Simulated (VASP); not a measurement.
# V (P-1) in VASP: a series of runs, part 2 of 2

VASP 6.6.1. Earlier steps stand in the parts before.

## Step 5: Overview

| cell | further INCAR settings | gap on the mesh (eV) | pressure (GPa) | moment (μB) |
| --- | --- | --- | --- | --- |
| a = 2.756, b = 2.723, c = 2.452 Å, angles 113.7, 107.4, 104.8°, 1 atom | ALGO = Fast; EDIFF = 1e-06; NBANDS = 16 | none | -10.1 | 0.00 |
| a = 2.685, b = 2.652, c = 2.389 Å, angles 113.7, 107.4, 104.8°, 1 atom | ALGO = Fast; EDIFF = 1e-07; NBANDS = 16 | none | 2.6 | 0.00 |
| a = 2.721, b = 2.688, c = 2.421 Å, angles 113.7, 107.4, 104.8°, 1 atom | ALGO = Fast; EDIFF = 1e-07; NBANDS = 16 | none | -4.3 | 0.00 |

Alike in all rows: task single point; level PBE; potentials or basis VASP PAW PBE potentials, release 64 (V_sv); spin collinear, ferromagnetic start; k mesh 11 × 12 × 13; cutoff (eV) 520; smearing fermi-dirac 0.05 eV.

Caveats: the cell stands under tension (at least some runs).

Total energies depend on the potentials used, so only differences within one code and one set of settings carry meaning.
